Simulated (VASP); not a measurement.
# CoO (F-43m) in VASP: single point with PBE+U

Aim: the single point of CoO with PBE+U.

All numbers are computed with VASP 6.6.1; they aren't measurements. Logs are shortened: lines on timing, memory, paths and dates and some standing lists are left out, and cuts for length are marked.

## 1. The cell of the first run

It takes space group F-43m (No. 216, cubic). Conventional cell: a = 4.550 Å, b = 4.550 Å, c = 4.550 Å, α = 90.00°, β = 90.00°, γ = 90.00°. Co (site symmetry -43m) has 4 O at 1.97 Å within 2.6 Å. Within 2.6 Å of O (site symmetry -43m) lie 4 Co at 1.97 Å.

## 2. Single point, PBE+U, collinear spin, antiferromagnetic start

File INCAR:

```
SYSTEM = CoO
PREC = Accurate ; ENCUT = 600
EDIFF = 1E-6 ; ISMEAR = -1
SIGMA = 0.1 ; LREAL = .False.
LASPH = .True. ; NELM = 200
ALGO = Normal ; ISIF = 2
LWAVE = .False. ; LCHARG = .False.
ISPIN = 2 ; MAGMOM = 3 -3 0 0
LORBIT = 11 ; LMAXMIX = 4
LDAU = .True. ; LDAUTYPE = 2
LDAUL = 2 -1 ; LDAUU = 3.3 0
LDAUJ = 0 0 ; LDAUPRINT = 1
GGA = PE ; NBANDS = 27
GGA_COMPAT = .False.
```

File KPOINTS:

```
regular mesh
0
Gamma
  7 7 5
  0 0 0
```

File POSCAR:

```
CoO
1.0
    3.2173360000      0.0000000000      0.0000000000
    0.0000000000      3.2173360000      0.0000000000
    0.0000000000      0.0000000000      4.5500000000
Co O
2 2
Direct
    0.0000000000      0.0000000000      0.0000000000
    0.5000000000      0.5000000000      0.5000000000
    0.0000000000      0.5000000000      0.2500000000
    0.5000000000      0.0000000000      0.7500000000
```

Potentials or basis: VASP PAW PBE potentials, release 64 (Co, O).

Command:

```bash
$ cat potpaw_PBE.64/Co/POTCAR potpaw_PBE.64/O/POTCAR > POTCAR
$ mpirun -np 1 vasp_std > vasp.out
```

OUTCAR:

```text
SYSTEM = CoO
   PREC = Accurate
   ENCUT = 600
   EDIFF = 1E-6
   ISMEAR = -1
   LREAL = .False.
   LASPH = .True.
   NELM = 200
   ISIF = 2
   ISPIN = 2
   LORBIT = 11
   GGA = PE

 ion  position               nearest neighbor table
   1  0.000  0.000  0.000-   3 1.97   4 1.97   3 1.97   4 1.97
   2  0.500  0.500  0.500-   3 1.97   4 1.97   4 1.97   3 1.97
   3  0.000  0.500  0.250-   1 1.97   2 1.97   1 1.97   2 1.97
   4  0.500  0.000  0.750-   1 1.97   2 1.97   2 1.97   1 1.97

  LATTYP: Found a simple tetragonal cell.
 ALAT       =     3.2173360000
 C/A-ratio  =     1.4142134984

  Lattice vectors:

 A1 = (   3.2173360000,   0.0000000000,   0.0000000000)
 A2 = (   0.0000000000,   3.2173360000,   0.0000000000)
 A3 = (   0.0000000000,   0.0000000000,   4.5500000000)

Analysis of symmetry for initial positions (statically):
=====================================================================
 Subroutine PRICEL returns following result:

  LATTYP: Found a face centered cubic cell.
 ALAT       =     4.5500001030
[... 12 lines left out ...]
 Subroutine GETGRP returns: Found  8 space group operations
 (whereof  8 operations were pure point group operations)
 out of a pool of 16 trial point group operations.

The static configuration has the point symmetry D_2d.

Analysis of symmetry for dynamics (positions and initial velocities):
=====================================================================
 Subroutine PRICEL returns following result:

  LATTYP: Found a face centered cubic cell.
 ALAT       =     4.5500001030
[... 12 lines left out ...]
 Subroutine GETGRP returns: Found  8 space group operations
 (whereof  8 operations were pure point group operations)
 out of a pool of 16 trial point group operations.

The dynamic configuration has the point symmetry D_2d.

Analysis of structural, dynamic, and magnetic symmetry:
=====================================================================
 Subroutine PRICEL returns following result:

  LATTYP: Found a face centered cubic cell.
 ALAT       =     4.5500001030
[... 12 lines left out ...]
 Subroutine GETGRP returns: Found  8 space group operations
 (whereof  8 operations were pure point group operations)
 out of a pool of 16 trial point group operations.

The overall configuration has the point symmetry D_2d.

 Subroutine INISYM returns: Found  8 space group operations
 (whereof  8 operations are pure point group operations),
 and found     2 'primitive' translations

----------------------------------------------------------------------------------------

                                     Primitive cell

  volume of cell :      23.5491

  direct lattice vectors                    reciprocal lattice vectors
    -1.608668000 -1.608668000 -2.275000000    -0.310816153  0.000000000 -0.219780220
     1.608668000 -1.608668000 -2.275000000     0.310816153  0.000000000 -0.219780220
     0.000000000 -3.217336000  0.000000000     0.000000000 -0.310816153  0.219780220

  length of vectors
     3.217335927  3.217335927  3.217336000     0.380670496  0.380670496  0.380670496

  position of ions in fractional coordinates (direct lattice)
     0.000000000  0.000000000  0.000000000
     0.750000000  0.750000000  0.750000000
[... 135 lines left out ...]
  0.9630  0.0000 -0.0000 -0.0000 -0.0000
  0.0000  0.1333 -0.0000  0.0000  0.0000
 -0.0000 -0.0000  0.9570  0.0000 -0.0000
 -0.0000  0.0000  0.0000  0.1333  0.0000
 -0.0000  0.0000 -0.0000  0.0000  0.1416

 occupancies and eigenvectors

  o =  0.1333  v =  0.0000  0.0000  0.0000  0.0000  0.0000  0.0000  0.9996  0.0000 -0.0291 -0.0000      0.0000  0.0000  0.0000  0.0000  0.0000  0.0000  0.0000  0.0000  0.0000  0.0000
  o =  0.1333  v =  0.0000  0.0000  0.0000  0.0000  0.0000  0.0000  0.0291 -0.0000  0.9996 -0.0000      0.0000  0.0000  0.0000  0.0000  0.0000  0.0000  0.0000  0.0000  0.0000  0.0000
  o =  0.1416  v =  0.0000  0.0000  0.0000  0.0000  0.0000  0.0000  0.0000  0.0000  0.0000  1.0000      0.0000  0.0000  0.0000  0.0000  0.0000  0.0000  0.0000  0.0000  0.0000  0.0000
  o =  0.9570  v =  0.0000  0.0000  0.0000  0.0000  0.0000  0.0000 -0.0000 -1.0000 -0.0000  0.0000      0.0000  0.0000  0.0000  0.0000  0.0000  0.0000  0.0000  0.0000  0.0000  0.0000
  o =  0.9630  v =  0.0000  0.0000  0.0000  0.0000  0.0000  1.0000  0.0000  0.0000  0.0000  0.0000      0.0000  0.0000  0.0000  0.0000  0.0000  0.0000  0.0000  0.0000  0.0000  0.0000
  o =  0.9634  v =  1.0000  0.0000  0.0000  0.0000  0.0000  0.0000  0.0000  0.0000  0.0000  0.0000      0.0000  0.0000  0.0000  0.0000  0.0000  0.0000  0.0000  0.0000  0.0000  0.0000
  o =  0.9674  v =  0.0000 -0.0000  1.0000  0.0000 -0.0000  0.0000  0.0000  0.0000  0.0000  0.0000      0.0000  0.0000  0.0000  0.0000  0.0000  0.0000  0.0000  0.0000  0.0000  0.0000
  o =  0.9775  v =  0.0000  0.0000 -0.0000  0.0000 -1.0000  0.0000  0.0000  0.0000  0.0000  0.0000      0.0000  0.0000  0.0000  0.0000  0.0000  0.0000  0.0000  0.0000  0.0000  0.0000
  o =  0.9820  v =  0.0000  0.5843 -0.0000  0.8115  0.0000  0.0000  0.0000  0.0000  0.0000  0.0000      0.0000  0.0000  0.0000  0.0000  0.0000  0.0000  0.0000  0.0000  0.0000  0.0000
  o =  0.9820  v =  0.0000 -0.8115 -0.0000  0.5843 -0.0000  0.0000  0.0000  0.0000  0.0000  0.0000      0.0000  0.0000  0.0000  0.0000  0.0000  0.0000  0.0000  0.0000  0.0000  0.0000

atom =   2  type =  1  l = 2

 onsite density matrix

spin component  1

  0.9630 -0.0000 -0.0000 -0.0000  0.0000
 -0.0000  0.1333  0.0000  0.0000  0.0000
 -0.0000  0.0000  0.9570 -0.0000 -0.0000
 -0.0000  0.0000 -0.0000  0.1333  0.0000
  0.0000  0.0000 -0.0000  0.0000  0.1416

spin component  2

  0.9634 -0.0000 -0.0000  0.0000 -0.0000
 -0.0000  0.9820 -0.0000 -0.0000 -0.0000
 -0.0000 -0.0000  0.9674  0.0000  0.0000
  0.0000 -0.0000  0.0000  0.9820 -0.0000
 -0.0000 -0.0000  0.0000 -0.0000  0.9775

 occupancies and eigenvectors

  o =  0.1333  v =  0.0000 -0.0311  0.0000 -0.9995  0.0000  0.0000  0.0000  0.0000  0.0000  0.0000      0.0000  0.0000  0.0000  0.0000  0.0000  0.0000  0.0000  0.0000  0.0000  0.0000
  o =  0.1333  v =  0.0000  0.9995 -0.0000 -0.0311  0.0000  0.0000  0.0000  0.0000  0.0000  0.0000      0.0000  0.0000  0.0000  0.0000  0.0000  0.0000  0.0000  0.0000  0.0000  0.0000
  o =  0.1416  v =  0.0000 -0.0000  0.0000  0.0000  1.0000  0.0000  0.0000  0.0000  0.0000  0.0000      0.0000  0.0000  0.0000  0.0000  0.0000  0.0000  0.0000  0.0000  0.0000  0.0000
  o =  0.9570  v =  0.0000  0.0000  1.0000  0.0000 -0.0000  0.0000  0.0000  0.0000  0.0000  0.0000      0.0000  0.0000  0.0000  0.0000  0.0000  0.0000  0.0000  0.0000  0.0000  0.0000
  o =  0.9630  v =  1.0000  0.0000  0.0000  0.0000  0.0000  0.0000  0.0000  0.0000  0.0000  0.0000      0.0000  0.0000  0.0000  0.0000  0.0000  0.0000  0.0000  0.0000  0.0000  0.0000
  o =  0.9634  v =  0.0000  0.0000  0.0000  0.0000  0.0000  1.0000  0.0000  0.0000  0.0000  0.0000      0.0000  0.0000  0.0000  0.0000  0.0000  0.0000  0.0000  0.0000  0.0000  0.0000
  o =  0.9674  v =  0.0000  0.0000  0.0000  0.0000  0.0000  0.0000 -0.0000 -1.0000  0.0000  0.0000      0.0000  0.0000  0.0000  0.0000  0.0000  0.0000  0.0000  0.0000  0.0000  0.0000
  o =  0.9775  v =  0.0000  0.0000  0.0000  0.0000  0.0000  0.0000 -0.0000  0.0000 -0.0000  1.0000      0.0000  0.0000  0.0000  0.0000  0.0000  0.0000  0.0000  0.0000  0.0000  0.0000
  o =  0.9820  v =  0.0000  0.0000  0.0000  0.0000  0.0000  0.0000 -0.9937  0.0000 -0.1117 -0.0000      0.0000  0.0000  0.0000  0.0000  0.0000  0.0000  0.0000  0.0000  0.0000  0.0000
  o =  0.9820  v =  0.0000  0.0000  0.0000  0.0000  0.0000  0.0000 -0.1117  0.0000  0.9937 -0.0000      0.0000  0.0000  0.0000  0.0000  0.0000  0.0000  0.0000  0.0000  0.0000  0.0000

 number of electron      29.9999999 magnetization      -0.0000000

 Free energy of the ion-electron system (eV)
  ---------------------------------------------------
  ext. energy  EPLUGINS =         0.00000000
  ---------------------------------------------------
  free energy    TOTEN  =       -24.48737278 eV

  energy without entropy =      -24.48719880  energy(sigma->0) =      -24.48728579

 E-fermi :   5.7552     XC(G=0): -10.9568

 val. band max:        5.0613689865   @ k =   0.4286   0.0000   0.0000
 cond. band min:       6.1795334266   @ k =   0.0000   0.0000   0.0000
 fundamental gap:      1.1181644401
 Fermi energy:         5.7552283696

 spin component 1

 k-point     1 :       0.0000    0.0000    0.0000
  band No.  band energies     occupation
      1     -13.5067      1.00000
      2     -12.7106      1.00000
      3      -1.0241      1.00000
      4      -0.5469      1.00000
      5      -0.5469      1.00000
      6      -0.4006      1.00000
[... 1433 lines left out ...]
     26      19.7490      0.00000
     27      23.2031      0.00000

 [... further k-points ...]

------------------------ aborting loop because EDIFF is reached ----------------------------------------

  FORCE on cell =-STRESS in cart. coord.  units (eV):
  Direction    XX          YY          ZZ          XY          YZ          ZX
  --------------------------------------------------------------------------------------
  -------------------------------------------------------------------------------------
  Total        0.9640706      0.9640706      0.8244639      0.0000000      0.0000000     -0.0000000
  in kB       32.7955697     32.7955697     28.0464564      0.0000000      0.0000000     -0.0000000
  external PRESSURE =      31.2125319 kB  Pullay stress =       0.0000000 kB

 VOLUME and BASIS-vectors are now :
 -----------------------------------------------------------------------------
  energy-cutoff  :      600.00
  volume of cell :       47.10
      direct lattice vectors                 reciprocal lattice vectors
     3.217336000  0.000000000  0.000000000     0.310816153  0.000000000  0.000000000
     0.000000000  3.217336000  0.000000000     0.000000000  0.310816153  0.000000000
     0.000000000  0.000000000  4.550000000     0.000000000  0.000000000  0.219780220

 POSITION                                       TOTAL-FORCE (eV/Angst)
 -----------------------------------------------------------------------------------
      0.00000      0.00000      0.00000         0.000000     -0.000000      0.000000
      1.60867      1.60867      2.27500         0.000000      0.000000     -0.000000
      0.00000      1.60867      1.13750         0.000000     -0.000000      0.000000
      1.60867      0.00000      3.41250        -0.000000     -0.000000      0.000000
 -----------------------------------------------------------------------------------
    total drift:                                0.000000      0.000000      0.000000

  FREE ENERGIE OF THE ION-ELECTRON SYSTEM (eV)
  ---------------------------------------------------
  free  energy   TOTEN  =       -24.4873727758 eV

  energy  without entropy=      -24.4871988020  energy(sigma->0) =      -24.48728579

 total charge

# of ion       s       p       d       tot
------------------------------------------
    1        0.353   0.437   7.174   7.964
    2        0.353   0.437   7.174   7.964
    3        1.544   3.474   0.000   5.018
    4        1.544   3.474   0.000   5.018
--------------------------------------------------
tot          3.793   7.822  14.349  25.964

 magnetization (x)

# of ion       s       p       d       tot
------------------------------------------
    1        0.014   0.045   2.543   2.601
    2       -0.014  -0.045  -2.543  -2.601
    3        0.000   0.000   0.000   0.000
    4        0.000   0.000   0.000   0.000
--------------------------------------------------
tot          0.000   0.000   0.000   0.000
```

It took 1.8 min on 1 thread of Intel Xeon 8259CL, shared host; peak memory 0.23 GiB.

What came out:

* Free energy: -24.4874 eV
* Pressure: 3.1 GPa
* Band gap on the k mesh: 1.12 eV
* Net moment: 0.00 μB per cell
* Site moments: Co +2.60, -2.60; O +0.00 μB
* Valence electrons inside the program's atomic spheres: Co 7.96; O 5.02

Eigenvalues of the final occupation matrices:
| site | spin | trace | eigenvalues |
| --- | --- | --- | --- |
| site 1 d | 1 | 4.87 | 0.96 0.97 0.98 0.98 0.98 |
| site 1 d | 2 | 2.33 | 0.13 0.13 0.14 0.96 0.96 |
| site 2 d | 1 | 2.33 | 0.13 0.13 0.14 0.96 0.96 |
| site 2 d | 2 | 4.87 | 0.96 0.97 0.98 0.98 0.98 |

Caveat: the cell stands under pressure; an odd mesh through Γ misses points on the zone boundary, where band edges can lie.
